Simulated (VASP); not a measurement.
# HfN (F-43m) in VASP: further runs

HfN is run at these levels: r2SCAN; tasks: relaxation of cell and atoms.

All numbers are computed with VASP 6.6.1; they aren't measurements. Logs are shortened: lines on timing, memory, paths and dates and some standing lists are left out, and cuts for length are marked.

### 1 The cell of the first run

It takes space group F-43m (No. 216, cubic). The conventional cell has a = 4.910 Å, b = 4.910 Å, c = 4.910 Å, α = 90.00°, β = 90.00°, γ = 90.00°. Hf (site symmetry -43m) has 4 N at 2.13 Å within 2.8 Å. Within 2.8 Å of N (site symmetry -43m) lie 4 Hf at 2.13 Å.

### 2 Relaxation of cell and atoms, r2SCAN, target pressure 20 GPa, at which the enthalpy is minimised

Input file POSCAR:

```
HfN
1.0
    3.4716430000      0.0000000000      0.0000000000
    1.7358215000      3.0065310309      0.0000000000
    1.7358215000      1.0021770103      2.8345846397
Hf N
1 1
Direct
    0.0000000000      0.0000000000      0.0000000000
    0.7500000000      0.7500000000      0.7500000000
```

Input file INCAR.step1:

```
  PREC = Accurate
  ENCUT = 600
  ISMEAR = 1
  SIGMA = 0.05
  LREAL = False
  LASPH = True
  NELM = 80
  GGA = PE
  ALGO = Normal
  EDIFF = 1E-4
  LWAVE = True
  LCHARG = False
```

Input file INCAR.step2:

```
  PREC = Accurate
  ENCUT = 600
  EDIFF = 1E-6
  ISMEAR = 1
  SIGMA = 0.05
  LREAL = False
  LASPH = True
  NELM = 80
  ALGO = Normal
  ISIF = 3
  LWAVE = False
  LCHARG = False
  METAGGA = R2SCAN
  LMIXTAU = True
  IBRION = 2
  NSW = 80
  EDIFFG = -0.02
  PSTRESS = 200.0
  ISTART = 1
```

Input file KPOINTS:

```
Automatic mesh
0
Gamma
  6 6 6
```

Potentials or basis: VASP PAW PBE potentials, release 64 (Hf_pv, N).

Run with:

```console
> cat potpaw_PBE.64/Hf_pv/POTCAR potpaw_PBE.64/N/POTCAR > POTCAR
> cp INCAR.step1 INCAR
> mpirun -np 1 vasp_std > vasp.out
> cp INCAR.step2 INCAR
> mpirun -np 1 vasp_std > vasp.out
```

OUTCAR:

```text
PREC = Accurate
   ENCUT = 600
   EDIFF = 1E-6
   ISMEAR = 1
   LREAL = False
   LASPH = True
   NELM = 80
   ISIF = 3
   METAGGA = R2SCAN
   IBRION = 2
   NSW = 80
   EDIFFG = -0.02
   PSTRESS = 200.0
   ISTART = 1

 ion  position               nearest neighbor table
   1  0.000  0.000  0.000-   2 2.13   2 2.13   2 2.13   2 2.13
   2  0.750  0.750  0.750-   1 2.13   1 2.13   1 2.13   1 2.13

  LATTYP: Found a face centered cubic cell.
 ALAT       =     4.9096446144

  Lattice vectors:

 A1 = (   3.4716430000,   0.0000000000,   0.0000000000)
 A2 = (   1.7358215000,   3.0065310309,   0.0000000000)
 A3 = (   1.7358215000,   1.0021770103,   2.8345846397)

Analysis of symmetry for initial positions (statically):
=====================================================================
 Subroutine PRICEL returns:
 Original cell was already a primitive cell.

 Routine SETGRP: Setting up the symmetry group for a
 face centered cubic supercell.

 Subroutine GETGRP returns: Found 24 space group operations
 (whereof 24 operations were pure point group operations)
 out of a pool of 48 trial point group operations.

The static configuration has the point symmetry T_d .

Analysis of symmetry for dynamics (positions and initial velocities):
=====================================================================
 Subroutine PRICEL returns:
 Original cell was already a primitive cell.

 Routine SETGRP: Setting up the symmetry group for a
 face centered cubic supercell.

 Subroutine GETGRP returns: Found 24 space group operations
 (whereof 24 operations were pure point group operations)
 out of a pool of 48 trial point group operations.

The dynamic configuration has the point symmetry T_d .

 Subroutine INISYM returns: Found 24 space group operations
 (whereof 24 operations are pure point group operations),
 and found     1 'primitive' translations

----------------------------------------------------------------------------------------

                                     Primitive cell

  volume of cell :      29.5863

  direct lattice vectors                    reciprocal lattice vectors
     3.471643000  0.000000000  0.000000000     0.288048051 -0.166304620 -0.117595124
     1.735821500  3.006531031  0.000000000     0.000000000  0.332609240 -0.117595124
     1.735821500  1.002177010  2.834584640     0.000000000  0.000000000  0.352785373

  length of vectors
     3.471643000  3.471643000  3.471643000     0.352785373  0.352785373  0.352785373

  position of ions in fractional coordinates (direct lattice)
     0.000000000  0.000000000  0.000000000
     0.750000000  0.750000000  0.750000000

  ion indices of the primitive-cell ions
   primitive index   ion index
                 1           1
                 2           2

----------------------------------------------------------------------------------------

 KPOINTS: Automatic mesh

Automatic generation of k-mesh.
 Grid dimensions read from file:
 generate k-points for:    6    6    6

 Generating k-lattice:

  Cartesian coordinates                     Fractional coordinates (reciprocal lattice)
     0.048008009 -0.027717437 -0.019599187     0.166666667  0.000000000  0.000000000
     0.000000000  0.055434873 -0.019599187     0.000000000  0.166666667 -0.000000000
     0.000000000  0.000000000  0.058797562     0.000000000  0.000000000  0.166666667

  Length of vectors
     0.058797562  0.058797562  0.058797562

  Shift w.r.t. Gamma in fractional coordinates (k-lattice)
     0.000000000  0.000000000  0.000000000

 Subroutine IBZKPT returns following result:
 ===========================================

 Found     16 irreducible k-points:

 Following reciprocal coordinates:
            Coordinates               Weight
  0.000000  0.000000  0.000000      1.000000
  0.166667 -0.000000 -0.000000      8.000000
  0.333333 -0.000000  0.000000      8.000000
  0.500000 -0.000000 -0.000000      4.000000
  0.166667  0.166667 -0.000000      6.000000
  0.333333  0.166667  0.000000     24.000000
[... 8 lines left out ...]
 -0.333333  0.333333  0.166667     24.000000
 -0.333333  0.500000  0.166667     12.000000
   k-points           NKPTS =     16   k-points in BZ     NKDIM =     16   number of bands    NBANDS=     11
   number of dos      NEDOS =    301   number of ions     NIONS =      2
   total plane-waves  NPLWV =  21952
   dimension x,y,z NGX =    28 NGY =   28 NGZ =   28
   dimension x,y,z NGXF=    56 NGYF=   56 NGZF=   56
   ions per type =               1   1
   NGX,Y,Z   is equivalent  to a cutoff of  13.41, 13.41, 13.41 a.u.
   NGXF,Y,Z  is equivalent  to a cutoff of  26.82, 26.82, 26.82 a.u.
 SYSTEM =  unknown system
   PREC   = accura    normal or accurate (medium, high low for compatibility)
   ISTART =      1    job   : 0-new  1-cont  2-samecut
   ICHARG =      0    charge: 1-file 2-atom 10-const
   ISPIN  =      1    spin polarized calculation?
   LNONCOLLINEAR =      F non collinear calculations
   LSORBIT =      F    spin-orbit coupling
   LASPH  =      T    aspherical Exc in radial PAW
   ENCUT  =  600.0 eV  44.10 Ry    6.64 a.u.   6.93  6.93  6.93*2*pi/ulx,y,z
   NELM   =     80;   NELMIN=  2; NELMDL=  0     # of ELM steps
   EDIFF  = 0.1E-05   stopping-criterion for ELM
   LREAL  =      F    real-space projection
   EDIFFG = -.2E-01   stopping-criterion for IOM
   NSW    =     80    number of steps for IOM
   IBRION =      2    ionic relax: 0-MD 1-quasi-New 2-CG
   NFREE  =      1    steps in history (QN), initial steepest desc. (CG)
   ISIF   =      3    stress and relaxation
   ISYM   =      2    0-nonsym 1-usesym 2-fastsym
   POTIM  = 0.5000    time-step for ionic-motion
   TEBEG  =    0.0;   TEEND  =   0.0 temperature during run
   PSTRESS=  200.0 pullay stress
   NELECT =      15.0000    total number of electrons
   NUPDOWN=      -1.0000    fix difference up-down
   EMIN   =  10.00;   EMAX   =-10.00  energy-range for DOS
   EFERMI =   0.00;   METHOD = LEGACY
   ISMEAR =     1;   SIGMA  =   0.05  broadening in eV -4-tet -1-fermi 0-gaus
   EFERMI_NEDOS =   21; number of points for ismear=-14 and -15
   IALGO  =     38    algorithm
   IMIX   =      4    mixing-type and parameters
     AMIX     =   0.40;   BMIX     =  1.00
     AMIX_MAG =   1.60;   BMIX_MAG =  1.00
  volume/ion in A,a.u.               =      14.79        99.83
  Fermi-wavevector in a.u.,A,eV,Ry     =   1.305395  2.466838 23.185082  1.704055
  Thomas-Fermi vector in A             =   2.436267
   LORBIT       =      0    0 simple, 1 ext, 2 COOP (PROOUT), +10 PAW based schemes
   METAGGA = R2SCAN    functional components
   LHFCALC =     F    Hartree Fock is set to
   AEXX    =    0.0000 exact exchange contribution
   IVDW    =     0    specifies the selected vdW correction
   LEPSILON=     F    determine dielectric tensor
   LRPA    =     F    only Hartree local field effects (RPA)
 conjugate gradient relaxation of ions
 non-spin polarized calculation
 Methfessel and Paxton  Order N= 1 SIGMA  =   0.05
  energy-cutoff  :      600.00
  volume of cell :       29.59
 maximum number of plane-waves:      1002
   NGX = 13   NGY = 13   NGZ = 13

--------------------------------------- Ionic step        1  -------------------------------------------

 number of electron      15.0000001 magnetization

 Free energy of the ion-electron system (eV)
  ---------------------------------------------------
  ext. energy  EPLUGINS =         0.00000000
  ---------------------------------------------------
  free energy    TOTEN  =       -57.71722122 eV

  energy without entropy =      -57.71714226  energy(sigma->0) =      -57.71719490

------------------------ aborting loop because EDIFF is reached ----------------------------------------

  FORCE on cell =-STRESS in cart. coord.  units (eV):
  Direction    XX          YY          ZZ          XY          YZ          ZX
  --------------------------------------------------------------------------------------
  -------------------------------------------------------------------------------------
  Total       -0.6678435     -0.6678435     -0.6678435     -0.0000000      0.0000000     -0.0000000
  in kB      -36.1655510    -36.1655510    -36.1655510     -0.0000000      0.0000000     -0.0000000
  external PRESSURE =    -236.1655510 kB  Pullay stress =     200.0000000 kB

 VOLUME and BASIS-vectors are now :
 -----------------------------------------------------------------------------
  energy-cutoff  :      600.00
  volume of cell :       29.59
      direct lattice vectors                 reciprocal lattice vectors
     3.471643000  0.000000000  0.000000000     0.288048051 -0.166304620 -0.117595124
     1.735821500  3.006531031  0.000000000     0.000000000  0.332609240 -0.117595124
     1.735821500  1.002177010  2.834584640     0.000000000  0.000000000  0.352785373
[... 122 lines left out ...]
  FREE ENERGIE OF THE ION-ELECTRON SYSTEM (eV)
  ---------------------------------------------------
  free  energy   TOTEN  =       -57.5985513765 eV

  energy  without entropy=      -57.5982237406  energy(sigma->0) =      -57.59844216

  enthalpy is  TOTEN    =       -54.2431608749 eV   P V=        3.3553905017

--------------------------------------- Ionic step        5  -------------------------------------------

 number of electron      14.9999999 magnetization

 Free energy of the ion-electron system (eV)
  ---------------------------------------------------
  ext. energy  EPLUGINS =         0.00000000
  ---------------------------------------------------
  free energy    TOTEN  =       -57.59209614 eV

  energy without entropy =      -57.59176838  energy(sigma->0) =      -57.59198688

 E-fermi :   6.9046     XC(G=0): -12.4694

 val. band max:        6.4207196383   @ k =   0.5000   0.3333   0.1667
 cond. band min:       6.9342612826   @ k =   0.3333   0.1667   0.0000
 fundamental gap:      0.5135416443
 Fermi energy:         6.9046332359

 k-point     1 :       0.0000    0.0000    0.0000
  band No.  band energies     occupation
      1     -25.4344      2.00000
      2     -25.4344      2.00000
      3     -25.4344      2.00000
      4     -11.1978      2.00000
      5       0.2513      2.00000
      6       0.2513      2.00000
      7       0.2513      2.00000
      8       6.1221      2.00000
      9       9.2562      0.00000
     10       9.2562      0.00000
     11      14.1369      0.00000

 k-point     2 :       0.1667   -0.0000   -0.0000
  band No.  band energies     occupation
      1     -25.6270      2.00000
      2     -25.4583      2.00000
      3     -25.4583      2.00000
      4     -10.8239      2.00000
      5      -0.1628      2.00000
      6       0.4717      2.00000
      7       0.4717      2.00000
      8       7.4727     -0.00000
      9       8.8542      0.00000
     10       8.8542      0.00000
     11      13.4755      0.00000
[... 216 lines left out ...]
 POSITION                                       TOTAL-FORCE (eV/Angst)
 -----------------------------------------------------------------------------------
      0.00000      0.00000      0.00000        -0.000000      0.000000      0.000000
      5.04029      2.91001      2.05769         0.000000     -0.000000     -0.000000
 -----------------------------------------------------------------------------------
    total drift:                                0.000000      0.000000      0.000000

  FREE ENERGIE OF THE ION-ELECTRON SYSTEM (eV)
  ---------------------------------------------------
  free  energy   TOTEN  =       -57.5920961355 eV

  energy  without entropy=      -57.5917683782  energy(sigma->0) =      -57.59198688

  enthalpy is  TOTEN    =       -54.2432438156 eV   P V=        3.3488523199

 reached required accuracy - stopping structural energy minimisation
```

Wall time 2.3 min (1 thread of AMD EPYC 7R13, shared host); peak memory 0.18 GiB.

Results:

* Free energy: -57.5921 eV
* Relaxed volume: 13.41 Å³/atom
* Relaxed cell: a = 3.360 Å, b = 3.360 Å, c = 3.360 Å, α = 60.00°, β = 60.00°, γ = 60.00°
* Space group after relaxing (to 0.05 Å): F-43m (No. 216)
* Energy change on relaxing (the enthalpy is what falls): +62.6 meV/atom
* Ionic steps: 5
* Pressure after relaxing: 20.0 GPa

Step by step:
```
step  energy change (eV)  largest force (eV/Å)  pressure (GPa)  volume (Å³)
   1              0.0000                0.0000           -3.62        29.59
   2              2.3689                0.0000          125.36        21.20
   3              0.0970                0.0000           17.49        27.07
   4              0.1187                0.0000           19.45        26.88
   5              0.1251                0.0000           20.02        26.83
```

Final structure:
```
Hf N
1.0
     3.36019    0.00000    0.00000
     1.68010    2.91001    0.00000
     1.68010    0.97000    2.74358
Hf N
1 1
Direct
  0.00000 0.00000 0.00000
  0.75000 0.75000 0.75000
```

Caveat: the k points lie up to 0.38 Å⁻¹ apart in the final cell; the cell is relaxed towards a set pressure, so the enthalpy falls and the energy may rise; the PAW data sets were made with another functional, which shifts forces and pressure a little; spin-orbit coupling is left out, which moves the levels of the heavy elements.

### 3 Relaxation of cell and atoms, r2SCAN, target pressure 40 GPa, at which the enthalpy is minimised

POSCAR is that of step 2.

Input file INCAR.step1:

```
ALGO = Normal ; EDIFF = 1E-4
ENCUT = 600 ; GGA = PE
ISMEAR = 1 ; LASPH = True
LCHARG = False ; LREAL = False
LWAVE = True ; NELM = 80
PREC = Accurate ; SIGMA = 0.05
```

Input file INCAR.step2:

```
ALGO = Normal ; EDIFF = 1E-6
EDIFFG = -0.02 ; ENCUT = 600
IBRION = 2 ; ISIF = 3
ISMEAR = 1 ; ISTART = 1
LASPH = True ; LCHARG = False
LMIXTAU = True ; LREAL = False
LWAVE = False ; METAGGA = R2SCAN
NELM = 80 ; NSW = 80
PREC = Accurate ; PSTRESS = 400.0
SIGMA = 0.05
```

Input file KPOINTS:

```
k-points
0
Gamma
  6 6 6
```

Potentials or basis: VASP PAW PBE potentials, release 64 (Hf_pv, N).

Run with:

```console
> cat potpaw_PBE.64/Hf_pv/POTCAR potpaw_PBE.64/N/POTCAR > POTCAR
> cp INCAR.step1 INCAR
> mpirun -np 1 vasp_std > vasp.out
> cp INCAR.step2 INCAR
> mpirun -np 1 vasp_std > vasp.out
```

Wall time 2.4 min (1 thread of AMD EPYC 7R13, shared host); peak memory 0.18 GiB.

It converged, with:

* Free energy: -57.2961 eV
* Relaxed volume: 12.61 Å³/atom
* Relaxed cell: a = 3.292 Å, b = 3.292 Å, c = 3.292 Å, α = 60.00°, β = 60.00°, γ = 60.00°
* Space group after relaxing (to 0.05 Å): F-43m (No. 216)
* Energy change on relaxing (the enthalpy is what falls): +210.6 meV/atom
* Ionic steps: 5
* Pressure after relaxing: 40.1 GPa

The path:
| step | energy change (eV) | largest force (eV/Å) | pressure (GPa) | volume (Å³) |
| --- | --- | --- | --- | --- |
| 1 | 0.0000 | 0.0000 | -3.62 | 29.59 |
| 2 | 11.5019 | 0.0000 | 447.66 | 15.48 |
| 3 | 0.2366 | 0.0000 | 28.54 | 26.09 |
| 4 | 0.3493 | 0.0000 | 35.82 | 25.53 |
| 5 | 0.4211 | 0.0000 | 40.07 | 25.22 |

Final structure:
```
CELL_PARAMETERS angstrom
3.29184 0.00000 0.00000
1.64592 2.85082 0.00000
1.64592 0.95027 2.68778
ATOMIC_POSITIONS crystal
Hf 0.00000 0.00000 0.00000
N 0.75000 0.75000 0.75000
```

Levels at points of the mesh, in eV from the Fermi level:
```csv
k point,band 4,band 5,band 6,band 7,band 8,band 9,band 10,band 11
"(0.00, 0.00, 0.00)",-18.40,-6.96,-6.96,-6.96,-0.59,2.52,2.52,7.68
"(0.50, 0.00, 0.00)",-16.96,-6.68,-6.18,-6.18,1.55,3.20,3.20,5.01
"(0.50, 0.50, 0.00)",-16.44,-8.46,-4.41,-4.41,-1.65,2.67,4.89,5.50
```

Caveat: the k points lie up to 0.39 Å⁻¹ apart in the final cell; the cell is relaxed towards a set pressure, so the enthalpy falls and the energy may rise; the PAW data sets were made with another functional, which shifts forces and pressure a little; spin-orbit coupling is left out, which moves the levels of the heavy elements.

(Continued in part 2 of 2.)
